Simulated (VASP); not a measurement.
# AlN (P6_3mc) in VASP: notebook, part 2 of 2

VASP 6.6.1.

## Step 4: Single point, PBE

This run uses another cell than the first one, of 9.93 Å³/atom, 0.801 times its volume.

Contents of INCAR:

```
PREC     = Accurate       # precision mode
ENCUT    = 520            # plane-wave cutoff, eV
EDIFF    = 1E-6           # SCF threshold, eV
ISMEAR   = 0              # smearing method
SIGMA    = 0.05           # smearing width, eV
LREAL    = False          # projectors in reciprocal space
LASPH    = True           # aspherical terms in the spheres
NELM     = 80             # most SCF steps
ALGO     = Normal         # electronic algorithm
ISIF     = 2              # what is computed and relaxed
LWAVE    = False          # write WAVECAR
LCHARG   = True           # write CHGCAR
GGA      = PE             # functional
LELF     = True           # ELF
LVHAR    = True         
NBANDS   = 16             # bands
```

Contents of KPOINTS:

```
regular mesh
0
Gamma
  9 9 6
```

Contents of POSCAR:

```
AlN
1.0
    3.2238000000      0.0000000000      0.0000000000
   -1.6119000000      2.7918926967      0.0000000000
    0.0000000000      0.0000000000      4.4149000000
Al N
2 2
Direct
    0.3333333333      0.6666666667     -0.0239428832
    0.6666666667      0.3333333333      0.4760571168
    0.3333333333      0.6666666667      0.4089428832
    0.6666666667      0.3333333333      0.9089428832
```

Potentials or basis: VASP PAW PBE potentials, release 64 (Al, N).

Command:

```bash
cat potpaw_PBE.64/Al/POTCAR potpaw_PBE.64/N/POTCAR > POTCAR
mpirun -np 1 vasp_std > vasp.out
```

OUTCAR:

```text
PREC = Accurate
   ENCUT = 520
   EDIFF = 1E-6
   ISMEAR = 0
   LREAL = False
   LASPH = True
   NELM = 80
   ISIF = 2
   GGA = PE

 ion  position               nearest neighbor table
   1  0.333  0.667  0.976-   4 1.88   4 1.88   4 1.88   3 1.91   3 2.50   2 2.89   2 2.89   2 2.89
                             2 2.89   2 2.89   2 2.89
   2  0.667  0.333  0.476-   3 1.88   3 1.88   3 1.88   4 1.91   4 2.50   1 2.89   1 2.89   1 2.89
                             1 2.89   1 2.89   1 2.89
   3  0.333  0.667  0.409-   2 1.88   2 1.88   2 1.88   1 1.91   1 2.50
   4  0.667  0.333  0.909-   1 1.88   1 1.88   1 1.88   2 1.91   2 2.50

  LATTYP: Found a hexagonal cell.
 ALAT       =     3.2238000000
 C/A-ratio  =     1.3694708108

  Lattice vectors:

 A1 = (   3.2238000000,   0.0000000000,   0.0000000000)
 A2 = (  -1.6119000000,   2.7918926967,   0.0000000000)
 A3 = (   0.0000000000,   0.0000000000,   4.4149000000)

Analysis of symmetry for initial positions (statically):
=====================================================================
 Subroutine PRICEL returns:
 Original cell was already a primitive cell.

 Routine SETGRP: Setting up the symmetry group for a
 hexagonal supercell.

 Subroutine GETGRP returns: Found 12 space group operations
 (whereof  6 operations were pure point group operations)
 out of a pool of 24 trial point group operations.

The static configuration has the point symmetry C_3v.
 The point group associated with its full space group is C_6v.

Analysis of symmetry for dynamics (positions and initial velocities):
=====================================================================
 Subroutine PRICEL returns:
 Original cell was already a primitive cell.

 Routine SETGRP: Setting up the symmetry group for a
 hexagonal supercell.

 Subroutine GETGRP returns: Found 12 space group operations
 (whereof  6 operations were pure point group operations)
[... 122 lines left out ...]
   ISMEAR =     0;   SIGMA  =   0.05  broadening in eV -4-tet -1-fermi 0-gaus
   EFERMI_NEDOS =   21; number of points for ismear=-14 and -15
   IALGO  =     38    algorithm
   IMIX   =      4    mixing-type and parameters
     AMIX     =   0.40;   BMIX     =  1.00
     AMIX_MAG =   1.60;   BMIX_MAG =  1.00
  volume/ion in A,a.u.               =       9.93        67.04
  Fermi-wavevector in a.u.,A,eV,Ry     =   1.208887  2.284465 19.883650  1.461407
  Thomas-Fermi vector in A             =   2.344481
   LORBIT       =      0    0 simple, 1 ext, 2 COOP (PROOUT), +10 PAW based schemes
   GGA     = PE    functional components
   LHFCALC =     F    Hartree Fock is set to
   AEXX    =    0.0000 exact exchange contribution
   IVDW    =     0    specifies the selected vdW correction
   LEPSILON=     F    determine dielectric tensor
   LRPA    =     F    only Hartree local field effects (RPA)
 non-spin polarized calculation
 Gauss-broadening in eV      SIGMA  =   0.05
  energy-cutoff  :      520.00
  volume of cell :       39.74
 maximum number of plane-waves:      1104
 NGX is ok and might be reduce to    24
   NGX = 11   NGY = 11   NGZ = 17

 number of electron      16.0000006 magnetization

 Free energy of the ion-electron system (eV)
  ---------------------------------------------------
  ext. energy  EPLUGINS =         0.00000000
  ---------------------------------------------------
  free energy    TOTEN  =       -29.36771552 eV

  energy without entropy =      -29.36771552  energy(sigma->0) =      -29.36771552

 E-fermi :   8.0046     XC(G=0): -11.1485

 val. band max:        7.7128723883   @ k =   0.0000   0.0000   0.0000
 cond. band min:      11.2625499474   @ k =   0.0000   0.0000   0.0000
 fundamental gap:      3.5496775591
 Fermi energy:         8.0045872096

 k-point     1 :       0.0000    0.0000    0.0000
  band No.  band energies     occupation
      1      -8.8325      2.00000
      2      -5.7103      2.00000
      3       0.9594      2.00000
      4       4.9981      2.00000
      5       4.9981      2.00000
      6       6.2523      2.00000
[... 433 lines left out ...]
      3       1.5157      2.00000
      4       2.3543      2.00000
      5       2.3543      2.00000
      6       4.4530      2.00000
[... 8 lines left out ...]
     15      19.3004      0.00000
     16      21.2811      0.00000

 [... further k-points ...]
[... 5 lines left out ...]
  --------------------------------------------------------------------------------------
  -------------------------------------------------------------------------------------
  Total        0.9006816      0.9006816      3.9936608      0.0000000      0.0000000      0.0000000
  in kB       36.3156821     36.3156821    161.0252856      0.0000000      0.0000000      0.0000000
  external PRESSURE =      77.8855499 kB  Pullay stress =       0.0000000 kB

 VOLUME and BASIS-vectors are now :
 -----------------------------------------------------------------------------
  energy-cutoff  :      520.00
  volume of cell :       39.74
      direct lattice vectors                 reciprocal lattice vectors
     3.223800000  0.000000000  0.000000000     0.310192940  0.179089977  0.000000000
    -1.611900000  2.791892697  0.000000000     0.000000000  0.358179955  0.000000000
     0.000000000  0.000000000  4.414900000     0.000000000  0.000000000  0.226505697

 POSITION                                       TOTAL-FORCE (eV/Angst)
 -----------------------------------------------------------------------------------
     -0.00000      1.86126      4.30919        -0.000000      0.000000     -0.007066
      1.61190      0.93063      2.10174         0.000000     -0.000000     -0.007066
     -0.00000      1.86126      1.80544         0.000000      0.000000      0.007066
      1.61190      0.93063      4.01289        -0.000000     -0.000000      0.007066
 -----------------------------------------------------------------------------------
    total drift:                                0.000000      0.000000     -0.000010

  FREE ENERGIE OF THE ION-ELECTRON SYSTEM (eV)
  ---------------------------------------------------
  free  energy   TOTEN  =       -29.3677155226 eV

  energy  without entropy=      -29.3677155226  energy(sigma->0) =      -29.36771552
```

Wall time 13 s (1 thread of AMD EPYC 9R45 (Zen 5), shared host); peak memory 0.13 GiB.

Results:

```
Free energy            : -29.3677 eV
Pressure               : 7.8 GPa
Largest force          : 0.007 eV/Å
Band gap on the k mesh : 3.55 eV, direct
```

Forces on the atoms (eV/Å):
```
Al   0.000  0.000 -0.007
Al   0.000  0.000 -0.007
N    0.000  0.000  0.007
N    0.000  0.000  0.007
```

Stress tensor (GPa, compression positive):
```
 3.63  0.00  0.00
 0.00  3.63  0.00
 0.00  0.00 16.10
```

Levels at points of the mesh, in eV from the valence-band top:
| k point | band 6 | band 7 | band 8 | band 9 | band 10 | band 11 |
| --- | --- | --- | --- | --- | --- | --- |
| (0.00, 0.00, 0.00) | -1.46 | -1.46 | 0.00 | 3.55 | 4.95 | 9.05 |
| (0.00, 0.00, 0.50) | -2.11 | -2.11 | -2.11 | 5.71 | 5.71 | 9.33 |

## Step 5: Single point, PBE

This run uses another cell than the first one, of 10.01 Å³/atom, 0.807 times its volume.

Contents of INCAR:

```
SYSTEM = AlN
ALGO     = Normal         ! electronic algorithm
EDIFF    = 1E-6           ! SCF threshold, eV
ENCUT    = 520            ! plane-wave cutoff, eV
GGA      = PE             ! functional
ISIF     = 2              ! what is computed and relaxed
ISMEAR   = 0              ! smearing method
LASPH    = .True.         ! aspherical terms in the spheres
LCHARG   = .False.        ! write CHGCAR
LREAL    = .False.        ! projectors in reciprocal space
LWAVE    = .False.        ! write WAVECAR
NBANDS   = 16             ! bands
NELM     = 60             ! most SCF steps
PREC     = Accurate       ! precision mode
SIGMA    = 0.05           ! smearing width, eV
```

Contents of KPOINTS:

```
k-points
0
Gamma
  9 9 6
  0 0 0
```

Contents of POSCAR:

```
AlN
1.0
    3.0986000000      0.0000000000      0.0000000000
   -1.5493000000      2.6834663162      0.0000000000
    0.0000000000      0.0000000000      4.8163000000
Al N
2 2
Direct
    0.3333333333      0.6666666667     -0.0019109304
    0.6666666667      0.3333333333      0.4980890696
    0.3333333333      0.6666666667      0.3869109304
    0.6666666667      0.3333333333      0.8869109304
```

Potentials or basis: VASP PAW PBE potentials, release 64 (Al, N).

Command:

```bash
cat potpaw_PBE.64/Al/POTCAR potpaw_PBE.64/N/POTCAR > POTCAR
mpirun -np 1 vasp_std > vasp.out
```

OUTCAR:

```text
SYSTEM = AlN
   EDIFF = 1E-6
   ENCUT = 520
   GGA = PE
   ISIF = 2
   ISMEAR = 0
   LASPH = .True.
   LREAL = .False.
   NELM = 60
   PREC = Accurate

 ion  position               nearest neighbor table
   1  0.333  0.667  0.998-   4 1.87   4 1.87   4 1.87   3 1.87   2 3.00   2 3.00   2 3.00   2 3.00
                             2 3.00   2 3.00
   2  0.667  0.333  0.498-   3 1.87   3 1.87   3 1.87   4 1.87   1 3.00   1 3.00   1 3.00   1 3.00
                             1 3.00   1 3.00
   3  0.333  0.667  0.387-   2 1.87   2 1.87   2 1.87   1 1.87
   4  0.667  0.333  0.887-   1 1.87   1 1.87   1 1.87   2 1.87

  LATTYP: Found a hexagonal cell.
 ALAT       =     3.0986000000
 C/A-ratio  =     1.5543471245

  Lattice vectors:

 A1 = (   3.0986000000,   0.0000000000,   0.0000000000)
 A2 = (  -1.5493000000,   2.6834663162,   0.0000000000)
 A3 = (   0.0000000000,   0.0000000000,   4.8163000000)

Analysis of symmetry for initial positions (statically):
=====================================================================
 Subroutine PRICEL returns:
[... 174 lines left out ...]
  free energy    TOTEN  =       -29.66818267 eV

  energy without entropy =      -29.66818267  energy(sigma->0) =      -29.66818267

 E-fermi :   7.0718     XC(G=0): -11.0948

 val. band max:        6.7804479914   @ k =   0.0000   0.0000   0.0000
 cond. band min:      11.1692109081   @ k =   0.0000   0.0000   0.0000
 fundamental gap:      4.3887629167
 Fermi energy:         7.0718289667

 k-point     1 :       0.0000    0.0000    0.0000
  band No.  band energies     occupation
      1      -8.8809      2.00000
      2      -6.4672      2.00000
      3       0.4979      2.00000
      4       5.5192      2.00000
      5       5.5192      2.00000
      6       6.2697      2.00000
[... 433 lines left out ...]
      3       1.6293      2.00000
      4       2.2873      2.00000
      5       2.2873      2.00000
      6       3.8493      2.00000
[... 8 lines left out ...]
     15      19.7345      0.00000
     16      22.0638      0.00000

 [... further k-points ...]
[... 5 lines left out ...]
  --------------------------------------------------------------------------------------
  -------------------------------------------------------------------------------------
  Total        2.6037539      2.6037539      4.2185955      0.0000000     -0.0000000      0.0000000
  in kB      104.1682390    104.1682390    168.7731154      0.0000000     -0.0000000      0.0000000
  external PRESSURE =     125.7031978 kB  Pullay stress =       0.0000000 kB

 VOLUME and BASIS-vectors are now :
 -----------------------------------------------------------------------------
  energy-cutoff  :      520.00
  volume of cell :       40.05
      direct lattice vectors                 reciprocal lattice vectors
     3.098600000  0.000000000  0.000000000     0.322726393  0.186326170  0.000000000
    -1.549300000  2.683466316  0.000000000     0.000000000  0.372652339  0.000000000
     0.000000000  0.000000000  4.816300000     0.000000000  0.000000000  0.207628262

 POSITION                                       TOTAL-FORCE (eV/Angst)
 -----------------------------------------------------------------------------------
     -0.00000      1.78898      4.80710         0.000000      0.000000      0.000554
      1.54930      0.89449      2.39895        -0.000000     -0.000000      0.000554
     -0.00000      1.78898      1.86348        -0.000000     -0.000000     -0.000554
      1.54930      0.89449      4.27163         0.000000      0.000000     -0.000554
 -----------------------------------------------------------------------------------
    total drift:                               -0.000000      0.000000     -0.000195

  FREE ENERGIE OF THE ION-ELECTRON SYSTEM (eV)
  ---------------------------------------------------
  free  energy   TOTEN  =       -29.6681826726 eV

  energy  without entropy=      -29.6681826726  energy(sigma->0) =      -29.66818267
```

stdout:

```text
POSCAR found type information on POSCAR AlN
 POSCAR found :  2 types and       4 ions
 scaLAPACK will be used
 LDA part: xc-table for (Slater+PW92), standard interpolation
 POSCAR, INCAR and KPOINTS ok, starting setup
 FFT: planning ... GRIDC
 FFT: planning ... GRID_SOFT
 FFT: planning ... GRID
 WAVECAR not read
 entering main loop
```

Wall time 13 s (1 thread of AMD EPYC 9R45 (Zen 5), shared host); peak memory 0.13 GiB.

Results:

- Free energy: -29.6682 eV
- Pressure: 12.6 GPa
- Band gap on the k mesh: 4.39 eV, direct

A k mesh can miss the band edges.

## Step 6: Single point, PBE

This run uses another cell than the first one, of 10.01 Å³/atom, 0.807 times its volume.

Contents of INCAR:

```
SYSTEM = AlN
  PREC = Accurate
  ENCUT = 520
  EDIFF = 1E-6
  ISMEAR = 0
  SIGMA = 0.05
  LREAL = .FALSE.
  LASPH = .TRUE.
  NELM = 100
  ALGO = Normal
  ISIF = 2
  LWAVE = .FALSE.
  LCHARG = .TRUE.
  GGA = PE
  LELF = .TRUE.
  LVHAR = .TRUE.
  NBANDS = 16
```

Contents of KPOINTS:

```
regular mesh
0
G
  9 9 6
  0 0 0
```

Contents of POSCAR:

```
AlN
1.0
    3.0360000000      0.0000000000      0.0000000000
   -1.5180000000      2.6292531259      0.0000000000
    0.0000000000      0.0000000000      5.0169562961
Al N
2 2
Direct
    0.3333333333      0.6666666667      0.0045382146
    0.6666666667      0.3333333333      0.5045382146
    0.3333333333      0.6666666667      0.3804617854
    0.6666666667      0.3333333333      0.8804617854
```

Potentials or basis: VASP PAW PBE potentials, release 64 (Al, N).

Command:

```bash
cat potpaw_PBE.64/Al/POTCAR potpaw_PBE.64/N/POTCAR > POTCAR
mpirun -np 1 vasp_std > vasp.out
```

Wall time 15 s (1 thread of AMD EPYC 9R45 (Zen 5), shared host); peak memory 0.13 GiB.

It converged, with:

```
Free energy            : -29.6544 eV
Pressure               : 13.5 GPa
Band gap on the k mesh : 4.66 eV, direct
```

Stress tensor (GPa, compression positive):
```
16.92  0.00  0.00
 0.00 16.92  0.00
 0.00  0.00  6.63
```

Levels at points of the mesh, in eV from the valence-band top:
```tsv
k point	band 6	band 7	band 8	band 9	band 10	band 11
(0.00, 0.00, 0.00)	-0.07	0.00	0.00	4.66	7.46	10.86
(0.00, 0.00, 0.50)	-0.29	-0.29	-0.29	7.05	7.05	10.66
```

A k mesh can miss the band edges. As with any semilocal functional, this PBE gap is likely too small.

## Step 7: Overview

| cell | gap on the mesh (eV) | pressure (GPa) | largest force (eV/Å) |
| --- | --- | --- | --- |
| a = 3.192, b = 3.193, c = 5.619 Å, angles 90.0, 90.0, 120.0°, 4 atoms | 2.61 | -20.2 | - |
| a = 3.224, b = 3.224, c = 5.619 Å, angles 90.0, 90.0, 120.0°, 4 atoms | 2.53 | -22.3 | 0.01 |
| a = 3.224, b = 3.224, c = 4.415 Å, angles 90.0, 90.0, 120.0°, 4 atoms | 3.55 | 7.8 | 0.01 |
| a = 3.099, b = 3.099, c = 4.816 Å, angles 90.0, 90.0, 120.0°, 4 atoms | 4.39 | 12.6 | - |
| a = 3.036, b = 3.036, c = 5.017 Å, angles 90.0, 90.0, 120.0°, 4 atoms | 4.66 | 13.5 | - |

Alike in all rows: task single point; level PBE; potentials or basis VASP PAW PBE potentials, release 64 (Al, N); no spin polarisation; k mesh 9 × 9 × 6; cutoff (eV) 520; smearing gaussian 0.05 eV.

Absolute energies hang on the potentials; compare differences alone.
